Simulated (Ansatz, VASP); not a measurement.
# Cu in VASP and in Ansatz

```
CELL_PARAMETERS angstrom
1.18036 -3.85203 0.00000
1.18036 3.85203 0.00000
0.00000 0.00000 2.63789
ATOMIC_POSITIONS crystal
Cu 0.13387 0.86613 0.25000
Cu 0.86613 0.13387 0.75000
```

Alike in both runs: task single point; functional PBEsol; k mesh 22 × 22 × 22; occupations gaussian, width 0.15 eV; no spin polarisation.

|  | VASP | Ansatz |
| --- | --- | --- |
| version | VASP 6.6.1 | Ansatz 0.2.0 |
| potentials or method | VASP PAW PBE potentials, release 64 (Cu), cutoff 520 eV | scalar-relativistic, plane waves, PAW |
| valence electrons in the cell | 22 | 38 |

Ansatz gave:

- gap on the k mesh at the Fermi level (eV): none
- pressure (GPa): -0.4
- traceless stress, the component that is largest in VASP (GPa): -9.46
- rms of the force components (eV/Å): 0.010

Task: Which values does VASP return?

Result: gap on the k mesh at the Fermi level (eV): none; pressure (GPa): 0.6; traceless stress, the component that is largest in VASP (GPa): -9.41; rms of the force components (eV/Å): 0.014.

VASP's potentials were made for PBE, not for PBEsol. Atom by atom the forces differ by 0.004 eV/Å (rms over components). A gap of «none» marks a metal or a gap that the smearing closes. With one functional, cell and mesh, what is left measures potentials, basis and numerics. VASP's potentials hold 22 valence electrons a cell and Ansatz's 38, so a difference there can come from the potentials and not from the codes.
